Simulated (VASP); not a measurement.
# KF (I4/mmm) in VASP: further runs

The runs below take KF through single point, with LDA.

Everything below comes from runs of VASP 6.6.1. Logs are shortened: lines on timing, memory, paths and dates and some standing lists are left out, and cuts for length are marked.

## (1) The cell of the first run

The structure is tetragonal, space group I4/mmm (No. 139). Conventional cell: a = 3.651 Å, b = 3.651 Å, c = 5.744 Å, α = 90.00°, β = 90.00°, γ = 90.00°. Within 3.4 Å of K (site symmetry 4/mmm) lie 6 F at 2.58 to 2.87 Å. F (site symmetry 4/mmm) has 6 K at 2.58 to 2.87 Å within 3.4 Å.

## (2) Single point, LDA (normal strain along x +0.0000, normal strain along z +0.1125)

INCAR

```
SYSTEM = KF
ALGO = Normal
EDIFF = 1E-6
ENCUT = 520
GGA = CA
ISIF = 2
ISMEAR = 0
LASPH = .True.
LCHARG = .False.
LREAL = .False.
LWAVE = .False.
NBANDS = 15
NELM = 100
PREC = Accurate
SIGMA = 0.05
```

KPOINTS

```
k-points
0
Gamma
  8 8 8
  0 0 0
```

POSCAR

```
KF
1.0
    0.0000000000      2.5817196783      2.8721631421
    2.5817196783      0.0000000000      2.8721631421
    2.5817196783      2.5817196783      0.0000000000
K F
1 1
Direct
    0.0000000000      0.0000000000      0.0000000000
    0.5000000000      0.5000000000      0.5000000000
```

Potentials or basis: VASP PAW LDA potentials, release 64 (K_sv, F).

On the command line:

```bash
cat potpaw_LDA.64/K_sv/POTCAR potpaw_LDA.64/F/POTCAR > POTCAR
mpirun -np 1 vasp_std > vasp.out
```

OUTCAR:

```text
SYSTEM = KF
   EDIFF = 1E-6
   ENCUT = 520
   GGA = CA
   ISIF = 2
   ISMEAR = 0
   LASPH = .True.
   LREAL = .False.
   NELM = 100
   PREC = Accurate

 ion  position               nearest neighbor table
   1  0.000  0.000  0.000-   2 2.58   2 2.58   2 2.58   2 2.58
   2  0.500  0.500  0.500-   1 2.58   1 2.58   1 2.58   1 2.58

  LATTYP: Found a body centered tetragonal cell.
 ALAT       =     3.6511029833
 C/A-ratio  =     1.5733125881

  Lattice vectors:

 A1 = (  -2.5817196783,   0.0000000000,   2.8721631421)
 A2 = (   2.5817196783,   0.0000000000,   2.8721631421)
 A3 = (   0.0000000000,   2.5817196783,  -2.8721631421)

Analysis of symmetry for initial positions (statically):
=====================================================================
 Subroutine PRICEL returns:
 Original cell was already a primitive cell.

 Routine SETGRP: Setting up the symmetry group for a
 body centered tetragonal supercell.

 Subroutine GETGRP returns: Found 16 space group operations
 (whereof 16 operations were pure point group operations)
 out of a pool of 16 trial point group operations.

The static configuration has the point symmetry D_4h.

Analysis of symmetry for dynamics (positions and initial velocities):
=====================================================================
 Subroutine PRICEL returns:
 Original cell was already a primitive cell.

 Routine SETGRP: Setting up the symmetry group for a
 body centered tetragonal supercell.

 Subroutine GETGRP returns: Found 16 space group operations
 (whereof 16 operations were pure point group operations)
 out of a pool of 16 trial point group operations.

The dynamic configuration has the point symmetry D_4h.

 Subroutine INISYM returns: Found 16 space group operations
 (whereof 16 operations are pure point group operations),
 and found     1 'primitive' translations

----------------------------------------------------------------------------------------

                                     Primitive cell

  volume of cell :      38.2875

  direct lattice vectors                    reciprocal lattice vectors
     0.000000000  2.581719678  2.872163142    -0.193669361  0.193669361  0.174084819
     2.581719678  0.000000000  2.872163142     0.193669361 -0.193669361  0.174084819
     2.581719678  2.581719678  0.000000000     0.193669361  0.193669361 -0.174084819

  length of vectors
     3.861942207  3.861942207  3.651102983     0.324532228  0.324532228  0.324532228

  position of ions in fractional coordinates (direct lattice)
     0.000000000  0.000000000  0.000000000
     0.500000000  0.500000000  0.500000000

  ion indices of the primitive-cell ions
   primitive index   ion index
                 1           1
                 2           2

----------------------------------------------------------------------------------------

 KPOINTS: k-points

Automatic generation of k-mesh.
 Grid dimensions read from file:
 generate k-points for:    8    8    8

 Generating k-lattice:

  Cartesian coordinates                     Fractional coordinates (reciprocal lattice)
    -0.024208670  0.024208670  0.021760602     0.125000000  0.000000000  0.000000000
     0.024208670 -0.024208670  0.021760602     0.000000000  0.125000000  0.000000000
     0.024208670  0.024208670 -0.021760602    -0.000000000 -0.000000000  0.125000000

  Length of vectors
     0.040566528  0.040566528  0.040566528

  Shift w.r.t. Gamma in fractional coordinates (k-lattice)
     0.000000000  0.000000000  0.000000000

 Subroutine IBZKPT returns following result:
 ===========================================

 Found     59 irreducible k-points:

 Following reciprocal coordinates:
            Coordinates               Weight
  0.000000  0.000000  0.000000      1.000000
  0.125000  0.000000  0.000000      8.000000
  0.250000  0.000000  0.000000      8.000000
  0.375000  0.000000  0.000000      8.000000
  0.500000  0.000000  0.000000      4.000000
  0.125000  0.125000  0.000000      2.000000
[... 16 lines left out ...]
  0.250000  0.000000  0.125000     16.000000
  0.375000  0.000000  0.125000     16.000000
 [... further k-points ...]
   k-points           NKPTS =     59   k-points in BZ     NKDIM =     59   number of bands    NBANDS=     15
   number of dos      NEDOS =    301   number of ions     NIONS =      2
   total plane-waves  NPLWV =  25200
   dimension x,y,z NGX =    30 NGY =   30 NGZ =   28
   dimension x,y,z NGXF=    60 NGYF=   60 NGZF=   56
   ions per type =               1   1
   NGX,Y,Z   is equivalent  to a cutoff of  12.91, 12.91, 12.75 a.u.
   NGXF,Y,Z  is equivalent  to a cutoff of  25.83, 25.83, 25.50 a.u.
 SYSTEM =  KF
   PREC   = accura    normal or accurate (medium, high low for compatibility)
   ISTART =      0    job   : 0-new  1-cont  2-samecut
   ICHARG =      2    charge: 1-file 2-atom 10-const
   ISPIN  =      1    spin polarized calculation?
   LNONCOLLINEAR =      F non collinear calculations
   LSORBIT =      F    spin-orbit coupling
   LASPH  =      T    aspherical Exc in radial PAW
   ENCUT  =  520.0 eV  38.22 Ry    6.18 a.u.   7.18  7.18  6.79*2*pi/ulx,y,z
   NELM   =    100;   NELMIN=  2; NELMDL= -5     # of ELM steps
   EDIFF  = 0.1E-05   stopping-criterion for ELM
   LREAL  =      F    real-space projection
   EDIFFG = 0.1E-04   stopping-criterion for IOM
   NSW    =      0    number of steps for IOM
   IBRION =     -1    ionic relax: 0-MD 1-quasi-New 2-CG
   NFREE  =      0    steps in history (QN), initial steepest desc. (CG)
   ISIF   =      2    stress and relaxation
   ISYM   =      2    0-nonsym 1-usesym 2-fastsym
   POTIM  = 0.5000    time-step for ionic-motion
   TEBEG  =    0.0;   TEEND  =   0.0 temperature during run
   PSTRESS=    0.0 pullay stress
   NELECT =      16.0000    total number of electrons
   NUPDOWN=      -1.0000    fix difference up-down
   EMIN   =  10.00;   EMAX   =-10.00  energy-range for DOS
   EFERMI =   0.00;   METHOD = LEGACY
   ISMEAR =     0;   SIGMA  =   0.05  broadening in eV -4-tet -1-fermi 0-gaus
   EFERMI_NEDOS =   21; number of points for ismear=-14 and -15
   IALGO  =     38    algorithm
   IMIX   =      4    mixing-type and parameters
     AMIX     =   0.40;   BMIX     =  1.00
     AMIX_MAG =   1.60;   BMIX_MAG =  1.00
  volume/ion in A,a.u.               =      19.14       129.19
  Fermi-wavevector in a.u.,A,eV,Ry     =   1.223946  2.312923 20.382137  1.498045
  Thomas-Fermi vector in A             =   2.359039
   LORBIT       =      0    0 simple, 1 ext, 2 COOP (PROOUT), +10 PAW based schemes
   GGA     = CA    functional components
   LHFCALC =     F    Hartree Fock is set to
   AEXX    =    0.0000 exact exchange contribution
   IVDW    =     0    specifies the selected vdW correction
   LEPSILON=     F    determine dielectric tensor
   LRPA    =     F    only Hartree local field effects (RPA)
 non-spin polarized calculation
 Gauss-broadening in eV      SIGMA  =   0.05
  energy-cutoff  :      520.00
  volume of cell :       38.29
 maximum number of plane-waves:      1046
 NGX is ok and might be reduce to    30
   NGX = 15   NGY = 15   NGZ = 13

 number of electron      15.9999999 magnetization

 Free energy of the ion-electron system (eV)
  ---------------------------------------------------
  ext. energy  EPLUGINS =         0.00000000
  ---------------------------------------------------
  free energy    TOTEN  =        -8.99774320 eV

  energy without entropy =       -8.99774320  energy(sigma->0) =       -8.99774320

 E-fermi :  -2.8576     XC(G=0):  -9.0876

 val. band max:       -3.1913871227   @ k =   0.0000   0.0000   0.0000
 cond. band min:       2.4760738516   @ k =   0.0000   0.0000   0.0000
 fundamental gap:      5.6674609744
 Fermi energy:        -2.8575715293

 k-point     1 :       0.0000    0.0000    0.0000
  band No.  band energies     occupation
      1     -28.8506      2.00000
      2     -21.4697      2.00000
      3     -12.3569      2.00000
      4     -12.3186      2.00000
      5     -12.3186      2.00000
      6      -3.3266      2.00000
      7      -3.1914      2.00000
      8      -3.1914      2.00000
      9       2.4761      0.00000
     10       6.8809      0.00000
     11       7.5496      0.00000
     12       7.5496      0.00000
     13       8.6011      0.00000
     14       9.5361      0.00000
     15      13.2046      0.00000

 k-point     2 :       0.1250    0.0000    0.0000
  band No.  band energies     occupation
      1     -28.8348      2.00000
      2     -21.4863      2.00000
      3     -12.3876      2.00000
      4     -12.3388      2.00000
      5     -12.3149      2.00000
      6      -3.4135      2.00000
      7      -3.3094      2.00000
      8      -3.2595      2.00000
      9       2.9096      0.00000
     10       6.9195      0.00000
     11       7.4385      0.00000
     12       7.7561      0.00000
     13       8.7677      0.00000
     14       9.6826      0.00000
     15      14.0060      0.00000

 k-point     3 :       0.2500    0.0000    0.0000
  band No.  band energies     occupation
      1     -28.7965      2.00000
      2     -21.5272      2.00000
      3     -12.4797      2.00000
      4     -12.3680      2.00000
      5     -12.3058      2.00000
      6      -3.7118      2.00000
      7      -3.4548      2.00000
      8      -3.4203      2.00000
      9       3.9855      0.00000
     10       6.6343      0.00000
     11       7.8435      0.00000
     12       8.2926      0.00000
     13       9.3085      0.00000
     14      10.1004      0.00000
     15      15.0002      0.00000
[... 343 lines left out ...]
 k-point    23 :       0.2500    0.0000    0.1250
  band No.  band energies     occupation
      1     -28.7948      2.00000
      2     -21.5253      2.00000
      3     -12.4493      2.00000
      4     -12.4104      2.00000
      5     -12.3223      2.00000
      6      -3.7409      2.00000
      7      -3.4218      2.00000
      8      -3.3073      2.00000
      9       3.8362      0.00000
     10       6.3303      0.00000
     11       7.9865      0.00000
     12       8.3756      0.00000
     13       9.3023      0.00000
     14       9.9682      0.00000
     15      15.4127      0.00000

 k-point    24 :       0.3750    0.0000    0.1250
  band No.  band energies     occupation
      1     -28.7570      2.00000
      2     -21.5576      2.00000
      3     -12.5546      2.00000
      4     -12.4315      2.00000
      5     -12.3533      2.00000
      6      -3.9032      2.00000
      7      -3.5404      2.00000
      8      -3.4663      2.00000
      9       4.9683      0.00000
     10       6.1781      0.00000
     11       8.4959      0.00000
     12       8.8261      0.00000
     13      10.1741      0.00000
     14      10.4772      0.00000
     15      13.9893      0.00000

 [... further k-points ...]

------------------------ aborting loop because EDIFF is reached ----------------------------------------

  FORCE on cell =-STRESS in cart. coord.  units (eV):
  Direction    XX          YY          ZZ          XY          YZ          ZX
  --------------------------------------------------------------------------------------
  -------------------------------------------------------------------------------------
  Total       -0.3157748     -0.3157748     -1.2145092      0.0000000      0.0000000      0.0000000
  in kB      -13.2138927    -13.2138927    -50.8222778      0.0000000      0.0000000      0.0000000
  external PRESSURE =     -25.7500211 kB  Pullay stress =       0.0000000 kB

 VOLUME and BASIS-vectors are now :
 -----------------------------------------------------------------------------
  energy-cutoff  :      520.00
  volume of cell :       38.29
      direct lattice vectors                 reciprocal lattice vectors
     0.000000000  2.581719678  2.872163142    -0.193669361  0.193669361  0.174084819
     2.581719678  0.000000000  2.872163142     0.193669361 -0.193669361  0.174084819
     2.581719678  2.581719678  0.000000000     0.193669361  0.193669361 -0.174084819

 POSITION                                       TOTAL-FORCE (eV/Angst)
 -----------------------------------------------------------------------------------
      0.00000      0.00000      0.00000         0.000000      0.000000      0.000000
      2.58172      2.58172      2.87216         0.000000      0.000000     -0.000000
 -----------------------------------------------------------------------------------
    total drift:                                0.000000      0.000000      0.000000

  FREE ENERGIE OF THE ION-ELECTRON SYSTEM (eV)
  ---------------------------------------------------
  free  energy   TOTEN  =        -8.9977432023 eV

  energy  without entropy=       -8.9977432023  energy(sigma->0) =       -8.99774320
```

Run time: 46 s. Hardware: 1 thread of Intel Xeon 8259CL, shared host; peak memory 0.16 GiB.

Results:

| Item | Value |
| --- | --- |
| Free energy | -8.9977 eV |
| Pressure | -2.6 GPa |
| Band gap on the k mesh | 5.67 eV |

Stress tensor (GPa, compression positive):
```
-1.32  0.00  0.00
 0.00 -1.32  0.00
 0.00  0.00 -5.08
```

Levels at points of the mesh, in eV from the valence-band top:
```csv
k point,band 4,band 5,band 6,band 7,band 8,band 9,band 10,band 11,band 12,band 13
"(0.00, 0.00, 0.00)",-9.13,-9.13,-0.14,0.00,0.00,5.67,10.07,10.74,10.74,11.79
"(0.50, 0.00, 0.00)",-9.21,-9.10,-0.91,-0.45,-0.42,8.67,10.10,11.67,12.29,14.08
"(0.50, 0.50, 0.00)",-9.29,-9.29,-0.42,-0.04,-0.04,8.11,10.09,10.65,13.61,14.16
"(0.50, 0.00, 0.50)",-9.47,-9.34,-0.21,-0.16,-0.04,7.78,10.08,11.62,13.50,13.68
```

Caveat: the cell differs from its parent crystal (normal strain along x +0.0000, normal strain along z +0.1125). A k mesh can miss the band edges.

## (3) Single point, LDA (normal strain along x +0.0000, normal strain along z +0.1500)

INCAR

```
PREC = Accurate ; ENCUT = 520
EDIFF = 1E-7 ; ISMEAR = 0
SIGMA = 0.05 ; LREAL = F
LASPH = T ; NELM = 60
ALGO = Normal ; ISIF = 2
LWAVE = F ; LCHARG = F
NBANDS = 15
```

KPOINTS

```
Automatic mesh
0
Gamma
  8 8 8
```

POSCAR

```
KF
1.0
    0.0000000000      2.5817196783      2.9689776300
    2.5817196783      0.0000000000      2.9689776300
    2.5817196783      2.5817196783      0.0000000000
K F
1 1
Direct
    0.0000000000      0.0000000000      0.0000000000
    0.5000000000      0.5000000000      0.5000000000
```

Potentials or basis: VASP PAW LDA potentials, release 64 (K_sv, F).

On the command line:

```bash
cat potpaw_LDA.64/K_sv/POTCAR potpaw_LDA.64/F/POTCAR > POTCAR
mpirun -np 1 vasp_std > vasp.out
```

OUTCAR:

```text
PREC = Accurate
   ENCUT = 520
   EDIFF = 1E-7
   ISMEAR = 0
   LREAL = F
   LASPH = T
   NELM = 60
   ISIF = 2

 ion  position               nearest neighbor table
   1  0.000  0.000  0.000-   2 2.58   2 2.58   2 2.58   2 2.58
   2  0.500  0.500  0.500-   1 2.58   1 2.58   1 2.58   1 2.58

  LATTYP: Found a body centered tetragonal cell.
 ALAT       =     3.6511029833
 C/A-ratio  =     1.6263455967

  Lattice vectors:

 A1 = (  -2.5817196783,   0.0000000000,   2.9689776300)
 A2 = (   2.5817196783,   0.0000000000,   2.9689776300)
 A3 = (   0.0000000000,   2.5817196783,  -2.9689776300)

Analysis of symmetry for initial positions (statically):
=====================================================================
 Subroutine PRICEL returns:
 Original cell was already a primitive cell.

 Routine SETGRP: Setting up the symmetry group for a
 body centered tetragonal supercell.

 Subroutine GETGRP returns: Found 16 space group operations
 (whereof 16 operations were pure point group operations)
 out of a pool of 16 trial point group operations.

[... 167 lines left out ...]
 fundamental gap:      5.4778164934
 Fermi energy:        -3.0576151074

 k-point     1 :       0.0000    0.0000    0.0000
  band No.  band energies     occupation
      1     -29.0033      2.00000
      2     -21.5466      2.00000
      3     -12.5548      2.00000
      4     -12.4883      2.00000
      5     -12.4883      2.00000
      6      -3.4194      2.00000
      7      -3.2719      2.00000
      8      -3.2719      2.00000
      9       2.2059      0.00000
     10       6.6231      0.00000
     11       7.4809      0.00000
     12       7.4809      0.00000
     13       8.3171      0.00000
     14       9.4703      0.00000
[... 401 lines left out ...]
      2     -21.6301      2.00000
      3     -12.7153      2.00000
      4     -12.6084      2.00000
      5     -12.5101      2.00000
      6      -3.9750      2.00000
      7      -3.6172      2.00000
      8      -3.5478      2.00000
      9       4.6554      0.00000
     10       5.9996      0.00000
     11       8.2648      0.00000
     12       8.6719      0.00000
     13       9.9234      0.00000
     14      10.3140      0.00000
     15      13.4416      0.00000

 [... further k-points ...]
[... 5 lines left out ...]
  --------------------------------------------------------------------------------------
  -------------------------------------------------------------------------------------
  Total       -0.4111676     -0.4111676     -1.3158454      0.0000000      0.0000000      0.0000000
  in kB      -16.6446389    -16.6446389    -53.2672618      0.0000000      0.0000000      0.0000000
  external PRESSURE =     -28.8521798 kB  Pullay stress =       0.0000000 kB

 VOLUME and BASIS-vectors are now :
 -----------------------------------------------------------------------------
  energy-cutoff  :      520.00
  volume of cell :       39.58
      direct lattice vectors                 reciprocal lattice vectors
     0.000000000  2.581719678  2.968977630    -0.193669361  0.193669361  0.168408140
     2.581719678  0.000000000  2.968977630     0.193669361 -0.193669361  0.168408140
     2.581719678  2.581719678  0.000000000     0.193669361  0.193669361 -0.168408140

 POSITION                                       TOTAL-FORCE (eV/Angst)
 -----------------------------------------------------------------------------------
      0.00000      0.00000      0.00000         0.000000      0.000000     -0.000000
      2.58172      2.58172      2.96898         0.000000      0.000000      0.000000
 -----------------------------------------------------------------------------------
    total drift:                                0.000000      0.000000      0.000000

  FREE ENERGIE OF THE ION-ELECTRON SYSTEM (eV)
  ---------------------------------------------------
  free  energy   TOTEN  =        -8.9569616408 eV

  energy  without entropy=       -8.9569616408  energy(sigma->0) =       -8.95696164
```

Wall time 58 s (1 thread of Intel Xeon 8259CL, shared host); peak memory 0.17 GiB.

Results:

```
Free energy            : -8.9570 eV
Pressure               : -2.9 GPa
Band gap on the k mesh : 5.48 eV
```

Caveat: the cell differs from its parent crystal (normal strain along x +0.0000, normal strain along z +0.1500).
